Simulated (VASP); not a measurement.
Runs of VASP 6.6.1 on Ba2CuSO2. The structure is that of space group P4/mmm (No. 123), or close to it. The cells are those of the table. 

```tsv
cell	gap on the mesh (eV)	pressure (GPa)	largest force (eV/Å)
a = 4.099, b = 4.099, c = 7.592 Å, 6 atoms	none	-9.5	0.73
a = 3.941, b = 3.941, c = 7.300 Å, 6 atoms	none	(b)	0.08
a = 3.829, b = 3.829, c = 7.091 Å, 6 atoms	none	6.4	0.55
a = 4.149, b = 4.149, c = 7.685 Å, 6 atoms	none	(a)	0.88
a = 3.886, b = 3.886, c = 7.197 Å, 6 atoms	none	1.5	0.21
```

Alike in all rows: task single point; level PBEsol+D3(BJ); potentials or basis VASP PAW PBE potentials, release 64 (Ba_sv, Cu, S, O); no spin polarisation; k mesh 6 × 6 × 3; cutoff (eV) 520; smearing fermi-dirac 0.1 eV.

**Question.** Estimate the missing entries.

**Answer.** (a) -10.9; (b) -2.3.

Caveats: the PAW data sets were made with another functional, which shifts forces and pressure a little; spin-orbit coupling is left out, which moves the levels of the heavy elements; an odd number of electrons without spin polarisation forces a metal; a magnetic or distorted state may lie lower; semilocal functionals often make such compounds metallic where correlation or magnetic order opens a gap, which also shifts bond lengths; the cell stands under tension (at least some runs); the cell stands under pressure (at least some runs).

A k mesh can miss the band edges, and the runs leave out spin-orbit coupling on Ba.

A gap of «none» marks levels without a gap at the run's occupations.
